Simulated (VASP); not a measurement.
## RuC4: relaxation of cell and atoms with PBE

The system is RuC4.

```
Ru C
1.0
     2.70963    0.00000    0.00000
    -1.35482    2.34661    0.00000
     0.00000    0.00000    6.18554
Ru C
1 4
Direct
  0.00000 0.00000 0.00000
  0.33333 0.66667 0.78086
  0.33333 0.66667 0.54353
  0.66667 0.33333 0.21914
  0.66667 0.33333 0.45647
```

| Property | Result |
| --- | --- |
| Program | VASP 6.6.1 |
| Task | relaxation of cell and atoms |
| Functional | PBE |
| Potentials or basis | VASP PAW PBE potentials, release 64 (Ru_pv, C) |
| Cutoff | 600 eV |
| k mesh | 6 × 6 × 4 |
| Occupations | gaussian, width 0.1 eV |
| Spin | no spin polarisation |
| Dipole correction | no |
| Further INCAR settings | ALGO = Normal; EDIFF = 1e-06; IBRION = 2; EDIFFG = -0.04; NSW = 90; ISIF = 3 |

The relaxed volume is 7.84 Å³/atom. The relaxed cell is a = 2.702 Å, b = 2.702 Å, c = 6.204 Å, α = 90.00°, β = 90.00°, γ = 120.00°, the space group after relaxing (to 0.05 Å) is P-3m1 (No. 164) and the energy gained by relaxing is 0.4 meV/atom. The ionic steps are 5, the pressure after relaxing is 0.1 GPa and the largest force after relaxing is 0.006 eV/Å. The band gap on the k mesh is zero (band 15 reaches 10.95 eV, above the bottom of band 16 at 10.14 eV).

Forces on the atoms (eV/Å):
```
Ru   0.000  0.000  0.000
C    0.000  0.000 -0.006
C    0.000  0.000 -0.001
C    0.000  0.000  0.006
C    0.000  0.000  0.001
```

The path:
```csv
step,energy change (eV),largest force (eV/Å),pressure (GPa),volume (Å³)
1,0.0000,0.1307,-0.22,39.33
2,0.0001,0.2762,-0.66,39.27
3,-0.0015,0.1070,-0.45,39.30
4,-0.0018,0.0663,0.43,39.17
5,-0.0020,0.0059,0.06,39.22
```

Final structure:
```yaml
crystal:
  lattice:
    - [2.70184, 0.00000, 0.00000]
    - [-1.35092, 2.33986, 0.00000]
    - [0.00000, 0.00000, 6.20435]
  atoms:
    - { symbol: Ru, position: [0.00000, 0.00000, 0.00000] }
    - { symbol: C, position: [0.33333, 0.66667, 0.78036] }
    - { symbol: C, position: [0.33333, 0.66667, 0.54314] }
    - { symbol: C, position: [0.66667, 0.33333, 0.21964] }
    - { symbol: C, position: [0.66667, 0.33333, 0.45686] }
```

Levels at points of the mesh, in eV from the Fermi level:
```
           k point  band 12  band 13  band 14  band 15  band 16  band 17  band 18  band 19
(0.00, 0.00, 0.00)    -3.30    -2.85    -2.06    -2.06     0.45     0.45     4.50     5.26
(0.50, 0.00, 0.00)    -4.85    -4.75    -3.24     0.14     0.85     1.69     3.39     3.68
(0.00, 0.00, 0.50)    -3.69    -3.61    -2.20    -2.20     2.36     2.36     2.59     2.59
(0.50, 0.00, 0.50)    -4.06    -3.94    -3.78    -0.69     0.14     1.43     3.49     4.28
```

It took 35 s on 1 thread of Intel(R) Xeon(R) 6975P-C (Granite Rapids), with other jobs on the host, peak memory 0.18 GiB.

Caveat: the k points lie up to 0.45 Å⁻¹ apart in the final cell.
